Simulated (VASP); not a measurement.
# Bi (P6_3/mmc) in VASP: a series of runs

Bi is run at these levels: PBE; tasks: single point.

All numbers are computed with VASP 6.6.1; they aren't measurements. Logs are shortened: lines on timing, memory, paths and dates and some standing lists are left out, and cuts for length are marked.

### Step 1. The cell of the first run

The structure is hexagonal, space group P6_3/mmc (No. 194). Conventional cell: a = 3.542 Å, b = 3.542 Å, c = 5.823 Å, α = 90.00°, β = 90.00°, γ = 120.00°. Within 4.7 Å of Bi (site symmetry -6m2) lie 12 Bi at 3.54 to 3.56 Å.

### Step 2. Single point, PBE

INCAR reads:

```
PREC = Accurate ; ENCUT = 520
EDIFF = 1E-6 ; ISMEAR = -1
SIGMA = 0.1 ; LREAL = False
LASPH = True ; NELM = 80
ALGO = Normal ; ISIF = 2
LWAVE = False ; LCHARG = False
GGA = PE ; NBANDS = 22
```

KPOINTS reads:

```
regular mesh
0
Gamma
  10 10 6
```

POSCAR reads:

```
Bi
1.0
    3.5419158457      0.0000000000      0.0000000000
   -1.7709579229      3.0673891004      0.0000000000
    0.0000000000      0.0000000000      5.8227225708
Bi
2
Direct
    0.3333333333      0.6666666667      0.2500000000
    0.6666666667      0.3333333333      0.7500000000
```

Potentials or basis: VASP PAW PBE potentials, release 64 (Bi_d).

On the command line:

```console
$ cat potpaw_PBE.64/Bi_d/POTCAR > POTCAR
$ mpirun -np 1 vasp_std > vasp.out
```

OUTCAR:

```text
PREC = Accurate
   ENCUT = 520
   EDIFF = 1E-6
   ISMEAR = -1
   LREAL = False
   LASPH = True
   NELM = 80
   ISIF = 2
   GGA = PE

 ion  position               nearest neighbor table
   1  0.333  0.667  0.250-   2 3.56   2 3.56   2 3.56   2 3.56   2 3.56   2 3.56
   2  0.667  0.333  0.750-   1 3.56   1 3.56   1 3.56   1 3.56   1 3.56   1 3.56

  LATTYP: Found a hexagonal cell.
 ALAT       =     3.5419158457
 C/A-ratio  =     1.6439471813

  Lattice vectors:

 A1 = (   3.5419158457,   0.0000000000,   0.0000000000)
 A2 = (  -1.7709579229,   3.0673891004,   0.0000000000)
 A3 = (   0.0000000000,   0.0000000000,   5.8227225708)

Analysis of symmetry for initial positions (statically):
=====================================================================
 Subroutine PRICEL returns:
 Original cell was already a primitive cell.

 Routine SETGRP: Setting up the symmetry group for a
 hexagonal supercell.

 Subroutine GETGRP returns: Found 24 space group operations
 (whereof 12 operations were pure point group operations)
 out of a pool of 24 trial point group operations.

The static configuration has the point symmetry D_3d.
 The point group associated with its full space group is D_6h.

Analysis of symmetry for dynamics (positions and initial velocities):
=====================================================================
 Subroutine PRICEL returns:
 Original cell was already a primitive cell.

 Routine SETGRP: Setting up the symmetry group for a
 hexagonal supercell.

 Subroutine GETGRP returns: Found 24 space group operations
 (whereof 12 operations were pure point group operations)
 out of a pool of 24 trial point group operations.

The dynamic configuration has the point symmetry D_3d.
 The point group associated with its full space group is D_6h.

 Subroutine INISYM returns: Found 24 space group operations
 (whereof 12 operations are pure point group operations),
 and found     1 'primitive' translations

----------------------------------------------------------------------------------------

                                     Primitive cell

  volume of cell :      63.2606

  direct lattice vectors                    reciprocal lattice vectors
     3.541915846  0.000000000  0.000000000     0.282333077  0.163005078  0.000000000
    -1.770957923  3.067389100  0.000000000     0.000000000  0.326010156  0.000000000
     0.000000000  0.000000000  5.822722571     0.000000000  0.000000000  0.171740966

  length of vectors
     3.541915846  3.541915846  5.822722571     0.326010156  0.326010156  0.171740966

  position of ions in fractional coordinates (direct lattice)
     0.333333333  0.666666667  0.250000000
     0.666666667  0.333333333  0.750000000

  ion indices of the primitive-cell ions
   primitive index   ion index
                 1           1
                 2           2

----------------------------------------------------------------------------------------

 KPOINTS: regular mesh

Automatic generation of k-mesh.
 Grid dimensions read from file:
 generate k-points for:   10   10    6

 Generating k-lattice:

  Cartesian coordinates                     Fractional coordinates (reciprocal lattice)
     0.028233308  0.016300508  0.000000000     0.100000000  0.000000000  0.000000000
     0.000000000  0.032601016  0.000000000     0.000000000  0.100000000  0.000000000
     0.000000000  0.000000000  0.028623494     0.000000000  0.000000000  0.166666667

  Length of vectors
     0.032601016  0.032601016  0.028623494

  Shift w.r.t. Gamma in fractional coordinates (k-lattice)
     0.000000000  0.000000000  0.000000000

 Subroutine IBZKPT returns following result:
 ===========================================

 Found     56 irreducible k-points:

 Following reciprocal coordinates:
            Coordinates               Weight
  0.000000  0.000000  0.000000      1.000000
  0.100000  0.000000  0.000000      6.000000
  0.200000  0.000000  0.000000      6.000000
  0.300000  0.000000  0.000000      6.000000
  0.400000  0.000000  0.000000      6.000000
  0.500000  0.000000  0.000000      3.000000
[... 16 lines left out ...]
  0.300000  0.100000  0.166667     24.000000
  0.400000  0.100000  0.166667     24.000000
 [... further k-points ...]
   k-points           NKPTS =     56   k-points in BZ     NKDIM =     56   number of bands    NBANDS=     22
   number of dos      NEDOS =    301   number of ions     NIONS =      2
   total plane-waves  NPLWV =  37632
   dimension x,y,z NGX =    28 NGY =   28 NGZ =   48
   dimension x,y,z NGXF=    56 NGYF=   56 NGZF=   96
   ions per type =               2
   NGX,Y,Z   is equivalent  to a cutoff of  13.14, 13.14, 13.70 a.u.
   NGXF,Y,Z  is equivalent  to a cutoff of  26.28, 26.28, 27.41 a.u.
 SYSTEM =  unknown system
   PREC   = accura    normal or accurate (medium, high low for compatibility)
   ISTART =      0    job   : 0-new  1-cont  2-samecut
   ICHARG =      2    charge: 1-file 2-atom 10-const
   ISPIN  =      1    spin polarized calculation?
   LNONCOLLINEAR =      F non collinear calculations
   LSORBIT =      F    spin-orbit coupling
   LASPH  =      T    aspherical Exc in radial PAW
   ENCUT  =  520.0 eV  38.22 Ry    6.18 a.u.   6.59  6.59 10.83*2*pi/ulx,y,z
   NELM   =     80;   NELMIN=  2; NELMDL= -5     # of ELM steps
   EDIFF  = 0.1E-05   stopping-criterion for ELM
   LREAL  =      F    real-space projection
   EDIFFG = 0.1E-04   stopping-criterion for IOM
   NSW    =      0    number of steps for IOM
   IBRION =     -1    ionic relax: 0-MD 1-quasi-New 2-CG
   NFREE  =      0    steps in history (QN), initial steepest desc. (CG)
   ISIF   =      2    stress and relaxation
   ISYM   =      2    0-nonsym 1-usesym 2-fastsym
   POTIM  = 0.5000    time-step for ionic-motion
   TEBEG  =    0.0;   TEEND  =   0.0 temperature during run
   PSTRESS=    0.0 pullay stress
   NELECT =      30.0000    total number of electrons
   NUPDOWN=      -1.0000    fix difference up-down
   EMIN   =  10.00;   EMAX   =-10.00  energy-range for DOS
   EFERMI =   0.00;   METHOD = LEGACY
   ISMEAR =    -1;   SIGMA  =   0.10  broadening in eV -4-tet -1-fermi 0-gaus
   EFERMI_NEDOS =   21; number of points for ismear=-14 and -15
   IALGO  =     38    algorithm
   IMIX   =      4    mixing-type and parameters
     AMIX     =   0.40;   BMIX     =  1.00
     AMIX_MAG =   1.60;   BMIX_MAG =  1.00
  volume/ion in A,a.u.               =      31.63       213.45
  Fermi-wavevector in a.u.,A,eV,Ry     =   1.276647  2.412513 22.175152  1.629828
  Thomas-Fermi vector in A             =   2.409291
   LORBIT       =      0    0 simple, 1 ext, 2 COOP (PROOUT), +10 PAW based schemes
   GGA     = PE    functional components
   LHFCALC =     F    Hartree Fock is set to
   AEXX    =    0.0000 exact exchange contribution
   IVDW    =     0    specifies the selected vdW correction
   LEPSILON=     F    determine dielectric tensor
   LRPA    =     F    only Hartree local field effects (RPA)
 non-spin polarized calculation
  energy-cutoff  :      520.00
  volume of cell :       63.26
 maximum number of plane-waves:      1737
 NGX is ok and might be reduce to    28
   NGX = 13   NGY = 13   NGZ = 21

 number of electron      30.0000003 magnetization

 Free energy of the ion-electron system (eV)
  ---------------------------------------------------
  ext. energy  EPLUGINS =         0.00000000
  ---------------------------------------------------
  free energy    TOTEN  =        -7.52877352 eV

  energy without entropy =       -7.49396160  energy(sigma->0) =       -7.51136756

 E-fermi :   7.8091     XC(G=0): -10.2171

 val. band max:        7.8042712757   @ k =   0.4000   0.2000   0.1667
 cond. band min:       7.8721553173   @ k =   0.5000   0.0000   0.3333
 fundamental gap:      0.0678840416
 Fermi energy:         7.8090789593

 k-point     1 :       0.0000    0.0000    0.0000
  band No.  band energies     occupation
      1     -15.2934      2.00000
      2     -15.2834      2.00000
      3     -15.2736      2.00000
      4     -15.2736      2.00000
      5     -15.2657      2.00000
      6     -15.2657      2.00000
[... 14 lines left out ...]
     21      17.3236      0.00000
     22      18.2156      0.00000

 k-point     2 :       0.1000    0.0000    0.0000
  band No.  band energies     occupation
      1     -15.2946      2.00000
      2     -15.2821      2.00000
      3     -15.2688      2.00000
      4     -15.2618      2.00000
      5     -15.2591      2.00000
      6     -15.2539      2.00000
[... 14 lines left out ...]
     21      17.3244      0.00000
     22      17.4347      0.00000

 k-point     3 :       0.2000    0.0000    0.0000
  band No.  band energies     occupation
      1     -15.3093      2.00000
      2     -15.2700      2.00000
      3     -15.2649      2.00000
      4     -15.2621      2.00000
      5     -15.2578      2.00000
      6     -15.2309      2.00000
[... 14 lines left out ...]
     21      16.8380      0.00000
     22      17.6147      0.00000

 k-point     4 :       0.3000    0.0000    0.0000
  band No.  band energies     occupation
      1     -15.3275      2.00000
      2     -15.2794      2.00000
      3     -15.2745      2.00000
      4     -15.2687      2.00000
      5     -15.2419      2.00000
      6     -15.2044      2.00000
[... 14 lines left out ...]
     21      16.2908      0.00000
     22      17.6263      0.00000

 k-point     5 :       0.4000    0.0000    0.0000
  band No.  band energies     occupation
      1     -15.3415      2.00000
      2     -15.2944      2.00000
      3     -15.2798      2.00000
      4     -15.2770      2.00000
      5     -15.2223      2.00000
      6     -15.2186      2.00000
[... 14 lines left out ...]
     21      15.9482      0.00000
     22      17.5841      0.00000

 k-point     6 :       0.5000    0.0000    0.0000
  band No.  band energies     occupation
      1     -15.3467      2.00000
      2     -15.3003      2.00000
      3     -15.2819      2.00000
      4     -15.2800      2.00000
      5     -15.2237      2.00000
      6     -15.2148      2.00000
[... 14 lines left out ...]
     21      15.8346      0.00000
     22      17.4790      0.00000

 k-point     7 :       0.1000    0.1000    0.0000
  band No.  band energies     occupation
      1     -15.2933      2.00000
      2     -15.2867      2.00000
      3     -15.2594      2.00000
      4     -15.2572      2.00000
      5     -15.2559      2.00000
      6     -15.2542      2.00000
[... 324 lines left out ...]
      6     -15.2013      2.00000
[... 14 lines left out ...]
     21      16.8014      0.00000
     22      17.5833      0.00000

 k-point    21 :       0.1000    0.1000    0.1667
  band No.  band energies     occupation
      1     -15.2904      2.00000
      2     -15.2893      2.00000
      3     -15.2758      2.00000
      4     -15.2585      2.00000
      5     -15.2518      2.00000
      6     -15.2420      2.00000
[... 14 lines left out ...]
     21      16.5430      0.00000
     22      17.2173      0.00000

 k-point    22 :       0.2000    0.1000    0.1667
  band No.  band energies     occupation
      1     -15.3057      2.00000
      2     -15.2822      2.00000
      3     -15.2752      2.00000
      4     -15.2619      2.00000
      5     -15.2472      2.00000
      6     -15.2246      2.00000
[... 14 lines left out ...]
     21      16.0024      0.00000
     22      17.2473      0.00000

 k-point    23 :       0.3000    0.1000    0.1667
  band No.  band energies     occupation
      1     -15.3205      2.00000
      2     -15.2939      2.00000
      3     -15.2746      2.00000
      4     -15.2666      2.00000
      5     -15.2357      2.00000
      6     -15.2156      2.00000
[... 14 lines left out ...]
     21      16.2383      0.00000
     22      17.1076      0.00000

 k-point    24 :       0.4000    0.1000    0.1667
  band No.  band energies     occupation
      1     -15.3291      2.00000
      2     -15.3045      2.00000
      3     -15.2757      2.00000
      4     -15.2696      2.00000
      5     -15.2382      2.00000
      6     -15.2042      2.00000
[... 14 lines left out ...]
     21      16.6710      0.00000
     22      17.2929      0.00000

 [... further k-points ...]
[... 5 lines left out ...]
  --------------------------------------------------------------------------------------
  -------------------------------------------------------------------------------------
  Total       -0.0285592     -0.0285592     -0.0104493      0.0000000      0.0000000      0.0000000
  in kB       -0.7233076     -0.7233076     -0.2646458      0.0000000      0.0000000      0.0000000
  external PRESSURE =      -0.5704203 kB  Pullay stress =       0.0000000 kB

 VOLUME and BASIS-vectors are now :
 -----------------------------------------------------------------------------
  energy-cutoff  :      520.00
  volume of cell :       63.26
      direct lattice vectors                 reciprocal lattice vectors
     3.541915846  0.000000000  0.000000000     0.282333077  0.163005078  0.000000000
    -1.770957923  3.067389100  0.000000000     0.000000000  0.326010156  0.000000000
     0.000000000  0.000000000  5.822722571     0.000000000  0.000000000  0.171740966

 POSITION                                       TOTAL-FORCE (eV/Angst)
 -----------------------------------------------------------------------------------
     -0.00000      2.04493      1.45568         0.000000     -0.000000      0.000000
      1.77096      1.02246      4.36704        -0.000000      0.000000      0.000000
 -----------------------------------------------------------------------------------
    total drift:                               -0.000000      0.000000      0.000000

  FREE ENERGIE OF THE ION-ELECTRON SYSTEM (eV)
  ---------------------------------------------------
  free  energy   TOTEN  =        -7.5287735175 eV

  energy  without entropy=       -7.4939615965  energy(sigma->0) =       -7.51136756
```

Wall time 33 s (1 thread of Intel Xeon Platinum 8488C (Sapphire Rapids), shared host); peak memory 0.21 GiB.

What came out:

```yaml
Free_energy: -7.5288 eV
Pressure: -0.1 GPa
Band_gap_on_the_k_mesh: zero (band 15 reaches 11.85 eV, above the bottom of band 16 at 5.37 eV)
```

Caveat: spin-orbit coupling is left out, which moves the levels of the heavy elements.

### Step 3. Single point, PBE (volume scaled by 0.88)

INCAR reads:

```
PREC = Accurate
ENCUT = 520
EDIFF = 1E-7
ISMEAR = -1
SIGMA = 0.1
LREAL = F
LASPH = T
NELM = 80
ALGO = Normal
ISIF = 2
LWAVE = F
LCHARG = F
GGA = PE
NBANDS = 22
```

KPOINTS reads:

```
Automatic mesh
0
Gamma
  12 12 6
```

POSCAR reads:

```
Bi
1.0
    3.3941611830      0.0000000000      0.0000000000
   -1.6970805915      2.9394298090      0.0000000000
    0.0000000000      0.0000000000      5.5798217096
Bi
2
Direct
    0.3333333333      0.6666666667      0.2500000000
    0.6666666667      0.3333333333      0.7500000000
```

Potentials or basis: VASP PAW PBE potentials, release 64 (Bi_d).

On the command line:

```console
$ cat potpaw_PBE.64/Bi_d/POTCAR > POTCAR
$ mpirun -np 1 vasp_std > vasp.out
```

Wall time 40 s (1 thread of Intel Xeon Platinum 8488C (Sapphire Rapids), shared host); peak memory 0.21 GiB.

The run converged. Its results:

```yaml
Free_energy: -7.3423 eV
Pressure: 8.8 GPa
Band_gap_on_the_k_mesh: zero (band 15 reaches 14.24 eV, above the bottom of band 16 at 6.25 eV)
```

Stress tensor (GPa, compression positive):
```
8.69 0.00 0.00
0.00 8.69 0.00
0.00 0.00 9.11
```

Levels at points of the mesh, in eV from the Fermi level:
```
           k point  band 13  band 14  band 15  band 16  band 17  band 18
(0.00, 0.00, 0.00)    -6.02     3.92     3.92     5.71     5.71     5.72
(0.50, 0.00, 0.00)    -4.90    -3.39    -2.27     0.09     0.40     3.86
(0.00, 0.00, 0.50)    -1.17    -1.17     4.76     4.76     4.76     4.76
(0.50, 0.00, 0.50)    -5.50    -5.50     1.72     1.72     1.75     1.75
```

Caveat: spin-orbit coupling is left out, which moves the levels of the heavy elements.

### Step 4. Single point, PBE (volume scaled by 0.92)

INCAR reads:

```
  PREC = Accurate
  ENCUT = 520
  EDIFF = 1E-7
  ISMEAR = -1
  SIGMA = 0.1
  LREAL = F
  LASPH = T
  NELM = 100
  ALGO = Normal
  ISIF = 2
  LWAVE = F
  LCHARG = F
  GGA = PE
  NBANDS = 22
```

KPOINTS reads:

```
regular mesh
0
Gamma
  12 12 6
```

POSCAR reads:

```
Bi
1.0
    3.4448277749      0.0000000000      0.0000000000
   -1.7224138875      2.9833083647      0.0000000000
    0.0000000000      0.0000000000      5.6631149106
Bi
2
Direct
    0.3333333333      0.6666666667      0.2500000000
    0.6666666667      0.3333333333      0.7500000000
```

On the command line:

```console
$ cat potpaw_PBE.64/Bi_d/POTCAR > POTCAR
$ mpirun -np 1 vasp_std > vasp.out
```

Wall time 39 s (1 thread of Intel Xeon Platinum 8488C (Sapphire Rapids), shared host); peak memory 0.21 GiB.

The run converged. Its results:

```yaml
Free_energy: -7.4529 eV
Pressure: 5.1 GPa
Band_gap_on_the_k_mesh: zero (band 15 reaches 13.38 eV, above the bottom of band 16 at 5.81 eV)
```

Stress tensor (GPa, compression positive):
```
4.96 0.00 0.00
0.00 4.96 0.00
0.00 0.00 5.52
```

Levels at points of the mesh, in eV from the Fermi level:
```tsv
k point	band 11	band 12	band 13	band 14	band 15	band 16	band 17	band 18	band 19	band 20
(0.00, 0.00, 0.00)	-14.10	-10.93	-5.73	3.71	3.71	5.40	5.40	5.40	7.37	8.23
(0.50, 0.00, 0.00)	-10.97	-9.83	-4.73	-3.25	-2.14	0.14	0.41	3.65	4.89	7.20
(0.00, 0.00, 0.50)	-12.97	-12.97	-1.17	-1.17	4.51	4.51	4.51	4.51	8.21	8.21
(0.50, 0.00, 0.50)	-10.31	-10.31	-5.23	-5.23	1.62	1.62	1.68	1.68	5.68	5.68
```

Caveat: spin-orbit coupling is left out, which moves the levels of the heavy elements.

### Step 5. The runs side by side

```csv
cell,k mesh,gap on the mesh (eV),pressure (GPa)
"a = 3.542, b = 3.542, c = 5.823 Å, angles 90.0, 90.0, 120.0°, 2 atoms",10 × 10 × 6,none,-0.1
"a = 3.394, b = 3.394, c = 5.580 Å, angles 90.0, 90.0, 120.0°, 2 atoms",12 × 12 × 6,none,8.8
"a = 3.445, b = 3.445, c = 5.663 Å, angles 90.0, 90.0, 120.0°, 2 atoms",12 × 12 × 6,none,5.1
```

Alike in all rows: task single point; level PBE; potentials or basis VASP PAW PBE potentials, release 64 (Bi_d); no spin polarisation; cutoff (eV) 520; smearing fermi-dirac 0.1 eV.

Caveats: spin-orbit coupling is left out, which moves the levels of the heavy elements.

Absolute energies hang on the potentials; compare differences alone.
